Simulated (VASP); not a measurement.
# BaO (Fm-3m) in VASP: G0W0 quasiparticle levels with LDA

Aim: the G0W0 quasiparticle levels of BaO with LDA.

Program: VASP 6.6.1. These are calculated values, not measurements. Logs are shortened: lines on timing, memory, paths and dates and some standing lists are left out, and cuts for length are marked.

### 1 The cell of the first run

Symmetry: Fm-3m, No. 225, cubic system. The conventional cell has a = 5.544 Å, b = 5.544 Å, c = 5.544 Å, α = 90.00°, β = 90.00°, γ = 90.00°. Ba (site symmetry m-3m) has 6 O at 2.77 Å within 3.7 Å. O (site symmetry m-3m) has 6 Ba at 2.77 Å within 3.7 Å.

### 2 G0W0 quasiparticle levels, LDA

POSCAR

```
BaO
1.0
    0.0000000000      2.7719428473      2.7719428473
    2.7719428473      0.0000000000      2.7719428473
    2.7719428473      2.7719428473      0.0000000000
Ba O
1 1
Direct
    0.0000000000      0.0000000000      0.0000000000
    0.5000000000      0.5000000000      0.5000000000
```

INCAR.step1

```
PREC     = Accurate       # precision mode
ENCUT    = 500            # plane-wave cutoff, eV
EDIFF    = 1E-8           # SCF threshold, eV
ISMEAR   = 0              # smearing method
SIGMA    = 0.01           # smearing width, eV
LREAL    = F              # projectors in reciprocal space
LASPH    = T              # aspherical terms in the spheres
NELM     = 80             # most SCF steps
ALGO     = Normal         # electronic algorithm
LWAVE    = T              # write WAVECAR
LCHARG   = F              # write CHGCAR
GGA      = CA             # functional
```

INCAR.step2

```
PREC     = Accurate       # precision mode
ENCUT    = 500            # plane-wave cutoff, eV
EDIFF    = 1E-8           # SCF threshold, eV
ISMEAR   = 0              # smearing method
SIGMA    = 0.01           # smearing width, eV
LREAL    = F              # projectors in reciprocal space
LASPH    = T              # aspherical terms in the spheres
NELM     = 1              # most SCF steps
ALGO     = Exact          # electronic algorithm
LWAVE    = T              # write WAVECAR
LCHARG   = F              # write CHGCAR
GGA      = CA             # functional
NBANDS   = 38             # bands
LOPTICS  = T              # frequency-dependent dielectric function
ISTART   = 1
```

INCAR.step3

```
PREC     = Accurate       # precision mode
ENCUT    = 500            # plane-wave cutoff, eV
EDIFF    = 1E-8           # SCF threshold, eV
ISMEAR   = 0              # smearing method
SIGMA    = 0.01           # smearing width, eV
LREAL    = F              # projectors in reciprocal space
LASPH    = T              # aspherical terms in the spheres
ALGO     = EVGW0          # electronic algorithm
LWAVE    = F              # write WAVECAR
LCHARG   = F              # write CHGCAR
GGA      = CA             # functional
NELMGW   = 1            
NBANDS   = 38             # bands
ENCUTGW  = 60             # cutoff of the response function
NOMEGA   = 48             # frequency points
PRECFOCK = Fast         
ISTART   = 1            
NBANDSGW = 16
```

KPOINTS

```
Automatic mesh
0
Gamma
  4 4 4
```

Potentials or basis: VASP PAW LDA potentials, release 64 (Ba_sv_GW, O_GW).

Launch:

```bash
cat potpaw_LDA.64/Ba_sv_GW/POTCAR potpaw_LDA.64/O_GW/POTCAR > POTCAR
cp INCAR.step1 INCAR
mpirun -np 1 vasp_std > vasp.out
cp INCAR.step2 INCAR
mpirun -np 1 vasp_std > vasp.out
cp INCAR.step3 INCAR
mpirun -np 1 vasp_std > vasp.out
```

OUTCAR:

```text
PREC = Accurate
   ENCUT = 500
   EDIFF = 1E-8
   ISMEAR = 0
   LREAL = F
   LASPH = T
   GGA = CA
   NELMGW = 1
   ENCUTGW = 60
   PRECFOCK = Fast
   ISTART = 1

 ion  position               nearest neighbor table
   1  0.000  0.000  0.000-
   2  0.500  0.500  0.500-

  LATTYP: Found a face centered cubic cell.
 ALAT       =     5.5438856946

  Lattice vectors:

 A1 = (   0.0000000000,   2.7719428473,   2.7719428473)
 A2 = (   2.7719428473,   0.0000000000,   2.7719428473)
 A3 = (   2.7719428473,   2.7719428473,   0.0000000000)

Analysis of symmetry for initial positions (statically):
=====================================================================
 Subroutine PRICEL returns:
 Original cell was already a primitive cell.

 Routine SETGRP: Setting up the symmetry group for a
 face centered cubic supercell.

 Subroutine GETGRP returns: Found 48 space group operations
 (whereof 48 operations were pure point group operations)
 out of a pool of 48 trial point group operations.

The static configuration has the point symmetry O_h .

Analysis of symmetry for dynamics (positions and initial velocities):
=====================================================================
 Subroutine PRICEL returns:
 Original cell was already a primitive cell.

 Routine SETGRP: Setting up the symmetry group for a
 face centered cubic supercell.

 Subroutine GETGRP returns: Found 48 space group operations
 (whereof 48 operations were pure point group operations)
 out of a pool of 48 trial point group operations.

The dynamic configuration has the point symmetry O_h .

 Subroutine INISYM returns: Found 48 space group operations
 (whereof 48 operations are pure point group operations),
 and found     1 'primitive' translations

----------------------------------------------------------------------------------------

                                     Primitive cell

  volume of cell :      42.5974

  direct lattice vectors                    reciprocal lattice vectors
     0.000000000  2.771942847  2.771942847    -0.180378899  0.180378899  0.180378899
     2.771942847  0.000000000  2.771942847     0.180378899 -0.180378899  0.180378899
     2.771942847  2.771942847  0.000000000     0.180378899  0.180378899 -0.180378899

  length of vectors
     3.920119169  3.920119169  3.920119169     0.312425418  0.312425418  0.312425418

  position of ions in fractional coordinates (direct lattice)
     0.000000000  0.000000000  0.000000000
     0.500000000  0.500000000  0.500000000

  ion indices of the primitive-cell ions
   primitive index   ion index
                 1           1
                 2           2

----------------------------------------------------------------------------------------

 KPOINTS: Automatic mesh

Automatic generation of k-mesh.
 Grid dimensions read from file:
 generate k-points for:    4    4    4

 Generating k-lattice:

  Cartesian coordinates                     Fractional coordinates (reciprocal lattice)
    -0.045094725  0.045094725  0.045094725     0.250000000  0.000000000  0.000000000
     0.045094725 -0.045094725  0.045094725     0.000000000  0.250000000  0.000000000
     0.045094725  0.045094725 -0.045094725     0.000000000  0.000000000  0.250000000

  Length of vectors
     0.078106355  0.078106355  0.078106355

  Shift w.r.t. Gamma in fractional coordinates (k-lattice)
     0.000000000  0.000000000  0.000000000

 Subroutine IBZKPT returns following result:
 ===========================================

 Found      8 irreducible k-points:

 Following reciprocal coordinates:
            Coordinates               Weight
  0.000000  0.000000  0.000000      1.000000
  0.250000  0.000000  0.000000      8.000000
  0.500000  0.000000  0.000000      4.000000
  0.250000  0.250000  0.000000      6.000000
  0.500000  0.250000  0.000000     24.000000
 -0.250000  0.250000  0.000000     12.000000
  0.500000  0.500000  0.000000      3.000000
 -0.250000  0.500000  0.250000      6.000000
   k-points           NKPTS =      8   k-points in BZ     NKDIM =     64   number of bands    NBANDS=     38
   number of dos      NEDOS =    301   number of ions     NIONS =      2
   total plane-waves  NPLWV =  27000
   dimension x,y,z NGX =    30 NGY =   30 NGZ =   30
   dimension x,y,z NGXF=    60 NGYF=   60 NGZF=   60
   ions per type =               1   1
   NGX,Y,Z   is equivalent  to a cutoff of  12.72, 12.72, 12.72 a.u.
   NGXF,Y,Z  is equivalent  to a cutoff of  25.45, 25.45, 25.45 a.u.
 SYSTEM =  unknown system
   PREC   = accura    normal or accurate (medium, high low for compatibility)
   ISTART =      1    job   : 0-new  1-cont  2-samecut
   ICHARG =      0    charge: 1-file 2-atom 10-const
   ISPIN  =      1    spin polarized calculation?
   LNONCOLLINEAR =      F non collinear calculations
   LSORBIT =      F    spin-orbit coupling
   LASPH  =      T    aspherical Exc in radial PAW
   ENCUT  =  500.0 eV  36.75 Ry    6.06 a.u.   7.15  7.15  7.15*2*pi/ulx,y,z
   NELM   =     60;   NELMIN=  2; NELMDL=  0     # of ELM steps
   EDIFF  = 0.1E-07   stopping-criterion for ELM
   LREAL  =      F    real-space projection
   EDIFFG = 0.1E-06   stopping-criterion for IOM
   NSW    =      0    number of steps for IOM
   IBRION =     -1    ionic relax: 0-MD 1-quasi-New 2-CG
   NFREE  =      0    steps in history (QN), initial steepest desc. (CG)
   ISIF   =      0    stress and relaxation
   ISYM   =      3    0-nonsym 1-usesym 2-fastsym
   POTIM  = 0.5000    time-step for ionic-motion
   TEBEG  =    0.0;   TEEND  =   0.0 temperature during run
   PSTRESS=    0.0 pullay stress
   NELECT =      16.0000    total number of electrons
   NUPDOWN=      -1.0000    fix difference up-down
   EMIN   =  10.00;   EMAX   =-10.00  energy-range for DOS
   EFERMI =   0.00;   METHOD = LEGACY
   ISMEAR =     0;   SIGMA  =   0.01  broadening in eV -4-tet -1-fermi 0-gaus
   EFERMI_NEDOS =   21; number of points for ismear=-14 and -15
   IALGO  =     38    algorithm
   IMIX   =      4    mixing-type and parameters
     AMIX     =   0.40;   BMIX     =  1.00
     AMIX_MAG =   1.60;   BMIX_MAG =  1.00
  volume/ion in A,a.u.               =      21.30       143.73
  Fermi-wavevector in a.u.,A,eV,Ry     =   1.181192  2.232130 18.983051  1.395215
  Thomas-Fermi vector in A             =   2.317470
   LORBIT       =      0    0 simple, 1 ext, 2 COOP (PROOUT), +10 PAW based schemes
   GGA     = CA    functional components
   LHFCALC =     T    Hartree Fock is set to
   PRECFOCK=fast      Normal, Fast or Accurate (Low or Medium for compatibility)
   ENCUT4O =  -1.0   cutoff for four orbital integrals eV
   NKREDX  =     1    reduce k-point grid by
   NKREDY  =     1    reduce k-point grid by
   NKREDZ  =     1    reduce k-point grid by
   AEXX    =    1.0000 exact exchange contribution
   HFSCREEN=    0.0000 screening length (either q_TF or 0.3 A-1)
   HFSCREENC=   0.0000 screening length for correlation (either q_TF or 0.3 A-1)
   ENCUTFOCK=  -1.0 apply spherical cutoff to Coloumb kernel
   IVDW    =     0    specifies the selected vdW correction
   LEPSILON=     F    determine dielectric tensor
   LRPA    =     F    only Hartree local field effects (RPA)
   LRPAFORCE           =     F    calculate RPA forces
   ENCUTGW             =  60.0    cutoff for response function in eV
   ENCUTGWSOFT         =  48.0    soft cutoff for Coulomb kernel in GW response function in eV
   ENCUTLF             =  -1.0    cutoff for local field effects
   NELMGW              =     1    number of iterations in solving QP/BSE equation
   NELMHF              =     1    number of iterations in the inner HF iteration
   NKREDLFX            =     1    NKREDLFY  =   1   NKREDLFZ  =   1
 non-spin polarized calculation
 Gauss-broadening in eV      SIGMA  =   0.01
  energy-cutoff  :      500.00
  volume of cell :       42.60
 maximum number of plane-waves:      1106
 NGX is ok and might be reduce to    30
  NGX = 16; NGY = 16; NGZ = 16
   NGX = 15   NGY = 15   NGZ = 15
 maximum number of plane-waves:        59
 NGX is ok and might be reduce to    10

 QP shifts <psi_nk| G(iteration)W_0 |psi_nk>: iteration 1
 for sc-GW calculations column KS-energies equals QP-energies in previous step
 and V_xc(KS)=  KS-energies - (<T + V_ion + V_H > + <T+V_H+V_ion>^1  + <V_x>^1)

 k-point   1 :       0.0000    0.0000    0.0000
  band No.  KS-energies  QP-energies   sigma(KS)   V_xc(KS)     V^pw_x(r,r')   Z            occupation Imag(sigma)

      1     -21.7071     -22.2270     -16.0571     -15.2761     -24.5891       0.6656       2.0000       1.5067
      2     -10.7401     -12.4864     -21.8638     -19.1105     -30.4637       0.6342       2.0000       0.8958
      3      -6.2341      -7.1111     -15.7435     -14.6193     -19.4970       0.7801       2.0000       0.2536
      4      -6.2341      -7.1111     -15.7435     -14.6193     -19.4970       0.7801       2.0000       0.2536
      5      -6.2341      -7.1111     -15.7435     -14.6193     -19.4970       0.7801       2.0000       0.2536
      6       3.4845       3.3536     -18.3718     -18.1909     -23.0917       0.7238       2.0000       0.1986
[... 8 lines left out ...]
     15      11.2774      14.0544      -6.9026     -10.4129      -2.0687       0.7911       0.0000      -0.2370
     16      14.3255      19.6683      -8.6044     -15.6860      -3.0277       0.7545       0.0000      -0.2149

 k-point   2 :       0.2500    0.0000    0.0000
  band No.  KS-energies  QP-energies   sigma(KS)   V_xc(KS)     V^pw_x(r,r')   Z            occupation Imag(sigma)

      1     -21.5788     -22.0937     -16.1236     -15.3579     -24.5957       0.6725       2.0000       1.4557
      2     -11.1267     -12.7681     -20.9730     -18.3838     -29.4830       0.6340       2.0000       0.8753
      3      -6.3444      -7.3332     -16.3350     -15.0616     -20.3274       0.7765       2.0000       0.2824
      4      -6.2971      -7.1819     -15.6783     -14.5446     -19.4040       0.7805       2.0000       0.2452
      5      -6.2971      -7.1819     -15.6783     -14.5446     -19.4040       0.7805       2.0000       0.2452
      6       2.5554       2.3216     -16.3309     -16.0064     -20.6772       0.7202       2.0000       0.2174
[... 8 lines left out ...]
     15      13.1610      17.2139      -7.8465     -13.0743      -2.6882       0.7753       0.0000      -0.2431
     16      14.0424      19.1605      -8.3530     -15.0639      -2.8594       0.7626       0.0000      -0.2180

 k-point   3 :       0.5000    0.0000    0.0000
  band No.  KS-energies  QP-energies   sigma(KS)   V_xc(KS)     V^pw_x(r,r')   Z            occupation Imag(sigma)

      1     -21.4437     -21.9488     -16.1938     -15.4489     -24.6043       0.6781       2.0000       1.3998
      2     -11.5129     -13.0679     -20.1837     -17.7316     -28.6374       0.6341       2.0000       0.8841
      3      -6.4414      -7.5300     -16.8474     -15.4409     -21.0503       0.7740       2.0000       0.3152
      4      -6.3574      -7.2506     -15.6203     -14.4749     -19.3174       0.7798       2.0000       0.2371
      5      -6.3574      -7.2506     -15.6203     -14.4749     -19.3174       0.7798       2.0000       0.2371
      6       1.8959       1.5949     -15.3314     -14.9131     -19.6380       0.7196       2.0000       0.2474
[... 74 lines left out ...]
      1     -21.3735     -21.8780     -16.2393     -15.5040     -24.6353       0.6861       2.0000       1.4098
      2     -10.9194     -12.6652     -21.7701     -18.9901     -30.4720       0.6280       2.0000       0.9049
      3      -7.7704      -8.7161     -14.7976     -13.5264     -19.0342       0.7440       2.0000       0.4255
      4      -6.8397      -7.7517     -15.4014     -14.2102     -19.3450       0.7656       2.0000       0.3187
      5      -6.8397      -7.7517     -15.4014     -14.2102     -19.3450       0.7656       2.0000       0.3187
      6       3.7194       3.6125     -18.5434     -18.3971     -23.1709       0.7308       2.0000       0.1885
[... 8 lines left out ...]
     15      13.6142      18.4137      -8.0734     -14.3415      -2.6381       0.7657       0.0000      -0.2230
     16      13.8203      15.9021      -9.3183     -11.9575      -5.2999       0.7888       0.0000      -0.3271

 k-point   8 :      -0.2500    0.5000    0.2500
  band No.  KS-energies  QP-energies   sigma(KS)   V_xc(KS)     V^pw_x(r,r')   Z            occupation Imag(sigma)

      1     -21.3681     -21.8722     -16.2402     -15.5060     -24.6292       0.6865       2.0000       1.3982
      2     -11.1303     -12.8091     -21.2128     -18.5452     -29.8325       0.6293       2.0000       0.8897
      3      -7.3364      -8.2733     -15.0552     -13.8146     -19.1392       0.7552       2.0000       0.3763
      4      -7.3364      -8.2733     -15.0552     -13.8146     -19.1392       0.7552       2.0000       0.3763
      5      -6.2979      -7.2546     -16.1329     -14.9057     -20.0077       0.7795       2.0000       0.2616
      6       2.5652       2.3360     -17.1765     -16.8545     -21.9339       0.7117       2.0000       0.2342
[... 8 lines left out ...]
     15      13.8442      15.9057      -9.3682     -11.9873      -5.3160       0.7871       0.0000      -0.3306
     16      14.1344      17.0692      -9.7513     -13.5261      -5.5536       0.7775       0.0000      -0.2082
```

Wall time 44 s (1 thread of Intel Xeon 6975P-C (Granite Rapids), shared host); peak memory 0.39 GiB.

Results:

| Quantity | Value |
| --- | --- |
| Band gap on the k mesh, mean-field level | 1.90 eV, direct |
| Quasiparticle gap | 3.22 eV |
| Least direct quasiparticle gap | 3.22 eV |

Caveat: the k points lie up to 0.49 Å⁻¹ apart; bands, screening cutoff and mesh are small and nothing is extrapolated, so the quasiparticle values aren't converged; spin-orbit coupling is left out, which moves the levels of the heavy elements.
